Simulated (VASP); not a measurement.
A run of VASP 6.6.1 is set up as follows.

INCAR

```
SYSTEM = GaN
  PREC = Accurate
  ENCUT = 520
  EDIFF = 1E-6
  ISMEAR = 0
  SIGMA = 0.02
  LREAL = .FALSE.
  LASPH = .TRUE.
  NELM = 60
  ALGO = Normal
  ISIF = 2
  LWAVE = .FALSE.
  LCHARG = .FALSE.
  GGA = PE
  NBANDS = 26
```

Contents of KPOINTS:

```
regular mesh
0
G
  12 12 6
  0 0 0
```

The input POSCAR:

```
GaN
1.0
    3.3471056509      0.0000000000      0.0000000000
   -1.6735528254      2.7593189784      0.0000000000
    0.0000000000      0.0000000000      5.1907367509
Ga N
2 2
Direct
    0.6672545315      0.3344584269      0.4983744754
    0.3327454685      0.6655415731      0.9983744754
    0.6693178477      0.3384344998      0.8766255246
    0.3306821523      0.6615655002      0.3766255246
```

Potentials or basis: VASP PAW PBE potentials, release 64 (Ga_d, N).

Launch:

```bash
$ cat potpaw_PBE.64/Ga_d/POTCAR potpaw_PBE.64/N/POTCAR > POTCAR
$ mpirun -np 1 vasp_std > vasp.out
```

Q: Predict the band gap on the k mesh.

A: 1.52 eV.

Q: Predict the largest force.

A: 0.204 eV/Å.

Q: Predict the pressure.

A: -2.8 GPa.

Forces in eV/Å, atoms in the order of the input:
```
Ga  -0.003  0.134 -0.112
Ga   0.003 -0.134 -0.112
N   -0.004  0.171  0.112
N    0.004 -0.171  0.112
```

Caveat: the cell differs from its parent crystal (uniaxial strain along a: +4.0 %); the stress differs along the axes, from -11 to 2 GPa.
